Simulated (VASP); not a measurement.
Write the native input for VASP 6.6.1 that does the following.

| Property | Result |
| --- | --- |
| Task | electric field gradients |
| Functional | PBE |
| Potentials or basis | VASP PAW PBE potentials, release 64 (K_sv, Ta_pv, O) |
| Cutoff | 520 eV |
| k mesh | 5 × 5 × 5 |
| Occupations | fermi-dirac, width 0.01 eV |
| Spin | no spin polarisation |
| Dipole correction | no |
| Further INCAR settings | ALGO = Normal; EDIFF = 1e-08; NBANDS = 27 |

The structure of KTaO3 lies in POSCAR:

```
KTaO3
1.0
    3.9484170000      0.0000000000      0.0000000000
    0.0000000000      3.9484170000      0.0000000000
    0.0000000000      0.0000000000      3.9883000000
K Ta O
1 1 3
Direct
    0.5000000000      0.5000000000      0.5000000000
    0.0000000000      0.0000000000      0.0000000000
    0.5000000000      0.0000000000      0.0000000000
    0.0000000000      0.5000000000      0.0000000000
    0.0000000000      0.0000000000      0.5000000000
```

This cell differs from its parent crystal: equal xx and yy strain of -1 %.

The input as run:

INCAR

```
SYSTEM = KTaO3
ALGO = Normal
EDIFF = 1E-8
ENCUT = 520
GGA = PE
ISIF = 2
ISMEAR = -1
LASPH = .TRUE.
LCHARG = .FALSE.
LEFG = .TRUE.
LREAL = .FALSE.
LWAVE = .FALSE.
NBANDS = 27
NELM = 100
PREC = Accurate
SIGMA = 0.01
```

KPOINTS

```
k-points
0
G
  5 5 5
  0 0 0
```

Potentials or basis: VASP PAW PBE potentials, release 64 (K_sv, Ta_pv, O).

Launch:

```bash
$ cat potpaw_PBE.64/K_sv/POTCAR potpaw_PBE.64/Ta_pv/POTCAR potpaw_PBE.64/O/POTCAR > POTCAR
$ mpirun -np 1 vasp_std > vasp.out
```

It gave:

```yaml
Pressure: 10.7 GPa
Band_gap_on_the_k_mesh: 2.32 eV, indirect (least direct gap 2.82 eV)
```

Caveat: the cell differs from its parent crystal (equal xx and yy strain of -1 %); without QUAD_EFG the Cq values of the log hold for a quadrupole moment of 1 mb, not for the nuclei; spin-orbit coupling is left out, which moves the levels of the heavy elements.

Wall time 72 s on 1 thread of AMD EPYC 7R13, on a shared host, peak memory 0.18 GiB.
